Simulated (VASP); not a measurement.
# Sc (P6_3/mmc) in VASP: further runs

Runs on Sc. Level: PBE. Tasks: single point.

All numbers are computed with VASP 6.6.1; they aren't measurements. Logs are shortened: lines on timing, memory, paths and dates and some standing lists are left out, and cuts for length are marked.

**1. The cell of the first run**

The structure is hexagonal, space group P6_3/mmc (No. 194). The conventional cell has a = 3.493 Å, b = 3.493 Å, c = 4.727 Å, α = 90.00°, β = 90.00°, γ = 120.00°. Sc (site symmetry -6m2) has 12 Sc at 3.11 to 3.49 Å within 4.1 Å.

**2. Single point, PBE**

INCAR

```
SYSTEM = Sc
PREC = Accurate
ENCUT = 520
EDIFF = 1E-7
ISMEAR = 0
SIGMA = 0.15
LREAL = .FALSE.
LASPH = .TRUE.
NELM = 80
ALGO = Fast
ISIF = 2
LWAVE = .FALSE.
LCHARG = .FALSE.
GGA = PE
NBANDS = 18
```

KPOINTS

```
Automatic mesh
0
G
  18 18 10
  0 0 0
```

POSCAR

```
Sc
1.0
    3.4929893850      0.0000000000      0.0000000000
   -1.7464946925      3.0250175426      0.0000000000
    0.0000000000      0.0000000000      4.7270665522
Sc
2
Direct
    0.3333333333      0.6666666667      0.2500000000
    0.6666666667      0.3333333333      0.7500000000
```

Potentials or basis: VASP PAW PBE potentials, release 64 (Sc_sv).

On the command line:

```
cat potpaw_PBE.64/Sc_sv/POTCAR > POTCAR
mpirun -np 1 vasp_std > vasp.out
```

OUTCAR:

```text
SYSTEM = Sc
   PREC = Accurate
   ENCUT = 520
   EDIFF = 1E-7
   ISMEAR = 0
   LREAL = .FALSE.
   LASPH = .TRUE.
   NELM = 80
   ISIF = 2
   GGA = PE

 ion  position               nearest neighbor table
   1  0.333  0.667  0.250-   2 3.11   2 3.11   2 3.11   2 3.11   2 3.11   2 3.11
   2  0.667  0.333  0.750-   1 3.11   1 3.11   1 3.11   1 3.11   1 3.11   1 3.11

  LATTYP: Found a hexagonal cell.
 ALAT       =     3.4929893850
 C/A-ratio  =     1.3533011502

  Lattice vectors:

 A1 = (   3.4929893850,   0.0000000000,   0.0000000000)
 A2 = (  -1.7464946925,   3.0250175426,   0.0000000000)
 A3 = (   0.0000000000,   0.0000000000,   4.7270665522)

Analysis of symmetry for initial positions (statically):
=====================================================================
 Subroutine PRICEL returns:
 Original cell was already a primitive cell.

 Routine SETGRP: Setting up the symmetry group for a
 hexagonal supercell.

 Subroutine GETGRP returns: Found 24 space group operations
 (whereof 12 operations were pure point group operations)
 out of a pool of 24 trial point group operations.

The static configuration has the point symmetry D_3d.
 The point group associated with its full space group is D_6h.

Analysis of symmetry for dynamics (positions and initial velocities):
=====================================================================
 Subroutine PRICEL returns:
 Original cell was already a primitive cell.

 Routine SETGRP: Setting up the symmetry group for a
 hexagonal supercell.

 Subroutine GETGRP returns: Found 24 space group operations
 (whereof 12 operations were pure point group operations)
 out of a pool of 24 trial point group operations.

The dynamic configuration has the point symmetry D_3d.
 The point group associated with its full space group is D_6h.

 Subroutine INISYM returns: Found 24 space group operations
 (whereof 12 operations are pure point group operations),
 and found     1 'primitive' translations

----------------------------------------------------------------------------------------

                                     Primitive cell

  volume of cell :      49.9479

  direct lattice vectors                    reciprocal lattice vectors
     3.492989385  0.000000000  0.000000000     0.286287729  0.165288298  0.000000000
    -1.746494693  3.025017543  0.000000000     0.000000000  0.330576595  0.000000000
     0.000000000  0.000000000  4.727066552     0.000000000  0.000000000  0.211547688

  length of vectors
     3.492989385  3.492989385  4.727066552     0.330576595  0.330576595  0.211547688

  position of ions in fractional coordinates (direct lattice)
     0.333333333  0.666666667  0.250000000
     0.666666667  0.333333333  0.750000000

  ion indices of the primitive-cell ions
   primitive index   ion index
                 1           1
                 2           2

----------------------------------------------------------------------------------------

 KPOINTS: Automatic mesh

Automatic generation of k-mesh.
 Grid dimensions read from file:
 generate k-points for:   18   18   10

 Generating k-lattice:

  Cartesian coordinates                     Fractional coordinates (reciprocal lattice)
     0.015904874  0.009182683  0.000000000     0.055555556  0.000000000  0.000000000
     0.000000000  0.018365366  0.000000000     0.000000000  0.055555556  0.000000000
     0.000000000  0.000000000  0.021154769     0.000000000  0.000000000  0.100000000

  Length of vectors
     0.018365366  0.018365366  0.021154769

  Shift w.r.t. Gamma in fractional coordinates (k-lattice)
     0.000000000  0.000000000  0.000000000

 Subroutine IBZKPT returns following result:
 ===========================================

 Found    222 irreducible k-points:

 Following reciprocal coordinates:
            Coordinates               Weight
  0.000000  0.000000  0.000000      1.000000
  0.055556 -0.000000  0.000000      6.000000
  0.111111 -0.000000  0.000000      6.000000
  0.166667  0.000000  0.000000      6.000000
  0.222222  0.000000  0.000000      6.000000
  0.277778 -0.000000  0.000000      6.000000
[... 16 lines left out ...]
  0.333333  0.111111  0.000000     12.000000
  0.388889  0.111111  0.000000     12.000000
 [... further k-points ...]
   k-points           NKPTS =    222   k-points in BZ     NKDIM =    222   number of bands    NBANDS=     18
   number of dos      NEDOS =    301   number of ions     NIONS =      2
   total plane-waves  NPLWV =  28224
   dimension x,y,z NGX =    28 NGY =   28 NGZ =   36
   dimension x,y,z NGXF=    56 NGYF=   56 NGZF=   72
   ions per type =               2
   NGX,Y,Z   is equivalent  to a cutoff of  13.33, 13.33, 12.66 a.u.
   NGXF,Y,Z  is equivalent  to a cutoff of  26.65, 26.65, 25.32 a.u.
 SYSTEM =  Sc
   PREC   = accura    normal or accurate (medium, high low for compatibility)
   ISTART =      0    job   : 0-new  1-cont  2-samecut
   ICHARG =      2    charge: 1-file 2-atom 10-const
   ISPIN  =      1    spin polarized calculation?
   LNONCOLLINEAR =      F non collinear calculations
   LSORBIT =      F    spin-orbit coupling
   LASPH  =      T    aspherical Exc in radial PAW
   ENCUT  =  520.0 eV  38.22 Ry    6.18 a.u.   6.49  6.49  8.79*2*pi/ulx,y,z
   NELM   =     80;   NELMIN=  2; NELMDL= -5     # of ELM steps
   EDIFF  = 0.1E-06   stopping-criterion for ELM
   LREAL  =      F    real-space projection
   EDIFFG = 0.1E-05   stopping-criterion for IOM
   NSW    =      0    number of steps for IOM
   IBRION =     -1    ionic relax: 0-MD 1-quasi-New 2-CG
   NFREE  =      0    steps in history (QN), initial steepest desc. (CG)
   ISIF   =      2    stress and relaxation
   ISYM   =      2    0-nonsym 1-usesym 2-fastsym
   POTIM  = 0.5000    time-step for ionic-motion
   TEBEG  =    0.0;   TEEND  =   0.0 temperature during run
   PSTRESS=    0.0 pullay stress
   NELECT =      22.0000    total number of electrons
   NUPDOWN=      -1.0000    fix difference up-down
   EMIN   =  10.00;   EMAX   =-10.00  energy-range for DOS
   EFERMI =   0.00;   METHOD = LEGACY
   ISMEAR =     0;   SIGMA  =   0.15  broadening in eV -4-tet -1-fermi 0-gaus
   EFERMI_NEDOS =   21; number of points for ismear=-14 and -15
   IALGO  =     68    algorithm
   IMIX   =      4    mixing-type and parameters
     AMIX     =   0.40;   BMIX     =  1.00
     AMIX_MAG =   1.60;   BMIX_MAG =  1.00
  volume/ion in A,a.u.               =      24.97       168.53
  Fermi-wavevector in a.u.,A,eV,Ry     =   1.245595  2.353833 21.109524  1.551506
  Thomas-Fermi vector in A             =   2.379810
   LORBIT       =      0    0 simple, 1 ext, 2 COOP (PROOUT), +10 PAW based schemes
   GGA     = PE    functional components
   LHFCALC =     F    Hartree Fock is set to
   AEXX    =    0.0000 exact exchange contribution
   IVDW    =     0    specifies the selected vdW correction
   LEPSILON=     F    determine dielectric tensor
   LRPA    =     F    only Hartree local field effects (RPA)
 non-spin polarized calculation
 RMM-DIIS sequential band-by-band and
 Gauss-broadening in eV      SIGMA  =   0.15
  energy-cutoff  :      520.00
  volume of cell :       49.95
 maximum number of plane-waves:      1366
 NGX is ok and might be reduce to    28
   NGX = 13   NGY = 13   NGZ = 17

 number of electron      21.9999998 magnetization

 Free energy of the ion-electron system (eV)
  ---------------------------------------------------
  ext. energy  EPLUGINS =         0.00000000
  ---------------------------------------------------
  free energy    TOTEN  =       -12.37288336 eV

  energy without entropy =      -12.33003522  energy(sigma->0) =      -12.35145929

 E-fermi :   3.5567     XC(G=0):  -9.8127

 val. band max:        3.5510002665   @ k =   0.3333   0.1667   0.4000
 cond. band min:       3.5621134353   @ k =   0.2222   0.1111   0.1000
 fundamental gap:      0.0111131688
 Fermi energy:         3.5566679339

 k-point     1 :       0.0000    0.0000    0.0000
  band No.  band energies     occupation
      1     -45.8814      2.00000
      2     -45.7744      2.00000
      3     -24.7529      2.00000
      4     -24.4328      2.00000
      5     -24.4328      2.00000
      6     -24.3098      2.00000
[... 10 lines left out ...]
     17       5.6274      0.00000
     18       6.0857      0.00000

 k-point     2 :       0.0556   -0.0000    0.0000
  band No.  band energies     occupation
      1     -45.8802      2.00000
      2     -45.7746      2.00000
      3     -24.7488      2.00000
      4     -24.4371      2.00000
      5     -24.4351      2.00000
      6     -24.3150      2.00000
[... 10 lines left out ...]
     17       5.6619      0.00000
     18       6.1526      0.00000

 k-point     3 :       0.1111   -0.0000    0.0000
  band No.  band energies     occupation
      1     -45.8766      2.00000
      2     -45.7753      2.00000
      3     -24.7368      2.00000
      4     -24.4496      2.00000
      5     -24.4418      2.00000
      6     -24.3299      2.00000
[... 10 lines left out ...]
     17       5.7632      0.00000
     18       6.3073      0.00000

 k-point     4 :       0.1667    0.0000    0.0000
  band No.  band energies     occupation
      1     -45.8709      2.00000
      2     -45.7766      2.00000
      3     -24.7175      2.00000
      4     -24.4692      2.00000
      5     -24.4517      2.00000
      6     -24.3523      2.00000
[... 375 lines left out ...]
      4     -24.5448      2.00000
      5     -24.5003      2.00000
      6     -24.4255      2.00000
[... 10 lines left out ...]
     17       6.6986      0.00000
     18       7.0852      0.00000

 k-point    23 :       0.3333    0.1111    0.0000
  band No.  band energies     occupation
      1     -45.8355      2.00000
      2     -45.7898      2.00000
      3     -24.5867      2.00000
      4     -24.5663      2.00000
      5     -24.5040      2.00000
      6     -24.4460      2.00000
[... 10 lines left out ...]
     17       6.9472      0.00000
     18       7.2947      0.00000

 k-point    24 :       0.3889    0.1111    0.0000
  band No.  band energies     occupation
      1     -45.8290      2.00000
      2     -45.7936      2.00000
      3     -24.5805      2.00000
      4     -24.5602      2.00000
      5     -24.5040      2.00000
      6     -24.4615      2.00000
[... 10 lines left out ...]
     17       7.1735      0.00000
     18       7.5951      0.00000

 [... further k-points ...]
[... 5 lines left out ...]
  --------------------------------------------------------------------------------------
  -------------------------------------------------------------------------------------
  Total       -1.1620946     -1.1620946      1.8404001     -0.0000000      0.0000000      0.0000000
  in kB      -37.2765047    -37.2765047     59.0345088     -0.0000000      0.0000000      0.0000000
  external PRESSURE =      -5.1728336 kB  Pullay stress =       0.0000000 kB

 VOLUME and BASIS-vectors are now :
 -----------------------------------------------------------------------------
  energy-cutoff  :      520.00
  volume of cell :       49.95
      direct lattice vectors                 reciprocal lattice vectors
     3.492989385  0.000000000  0.000000000     0.286287729  0.165288298  0.000000000
    -1.746494693  3.025017543  0.000000000     0.000000000  0.330576595  0.000000000
     0.000000000  0.000000000  4.727066552     0.000000000  0.000000000  0.211547688

 POSITION                                       TOTAL-FORCE (eV/Angst)
 -----------------------------------------------------------------------------------
     -0.00000      2.01668      1.18177        -0.000000     -0.000000      0.000000
      1.74649      1.00834      3.54530         0.000000      0.000000      0.000000
 -----------------------------------------------------------------------------------
    total drift:                               -0.000000      0.000000     -0.000000

  FREE ENERGIE OF THE ION-ELECTRON SYSTEM (eV)
  ---------------------------------------------------
  free  energy   TOTEN  =       -12.3728833642 eV

  energy  without entropy=      -12.3300352197  energy(sigma->0) =      -12.35145929
```

Wall time 3.9 min (1 thread of Intel Xeon Platinum 8375C at 2.90GHz (Ice Lake), shared host); peak memory 0.29 GiB.

Results:

| Property | Result |
| --- | --- |
| Free energy | -12.3729 eV |
| Pressure | -0.5 GPa |
| Band gap on the k mesh | zero (band 11 reaches 4.98 eV, above the bottom of band 12 at 3.05 eV) |

Levels at points of the mesh, in eV from the Fermi level:
```tsv
k point	band 7	band 8	band 9	band 10	band 11	band 12	band 13	band 14
(0.00, 0.00, 0.00)	-27.87	-27.79	-5.03	-1.43	1.42	1.42	1.79	1.80
(0.50, 0.00, 0.00)	-27.95	-27.87	-1.78	-1.12	-0.66	-0.39	0.89	1.76
(0.00, 0.00, 0.50)	-27.93	-27.93	-3.20	-3.20	1.12	1.12	1.12	1.12
(0.50, 0.00, 0.50)	-27.88	-27.88	-1.38	-1.38	0.18	0.18	1.44	1.44
```

(Part 1 of 2 ends here.)
